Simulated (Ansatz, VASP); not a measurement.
# One calculation of MoS2, two programs

```
Mo S
1.0
     3.14935    0.00000    0.00000
    -1.57468    2.72742    0.00000
     0.00000    0.00000   12.09075
Mo S
2 4
Direct
  0.33333 0.66667 0.24196
  0.66667 0.33333 0.75804
  0.33333 0.66667 0.60808
  0.66667 0.33333 0.13290
  0.33333 0.66667 0.86710
  0.66667 0.33333 0.39192
```

Change from the starting cell: mode 18 (469.1 1/cm) frozen in, largest displacement +0.150 Å.

Alike in both runs: task single point; functional PBE; dispersion D3(BJ); k mesh 12 × 12 × 4; occupations gaussian, width 0.05 eV; no spin polarisation.

|  | VASP | Ansatz |
| --- | --- | --- |
| version | VASP 6.6.1 | Ansatz 0.2.0 |
| potentials or method | VASP PAW PBE potentials, release 64 (Mo_sv, S), cutoff 520 eV | scalar-relativistic, plane waves, PAW |
| valence electrons in the cell | 52 | 52 |

VASP gave:

* gap on the k mesh at the Fermi level (eV): none
* pressure (GPa): 5.6
* traceless stress, the component that is largest in VASP (GPa): -1.76
* rms of the force components (eV/Å): 2.890

What did Ansatz give for the same quantities?

gap on the k mesh at the Fermi level (eV): none; pressure (GPa): 5.7; traceless stress, the component that is largest in VASP (GPa): -1.78; rms of the force components (eV/Å): 2.885.

Atom by atom the forces differ by 0.010 eV/Å (rms over components). A gap of «none» marks a metal or a gap that the smearing closes.
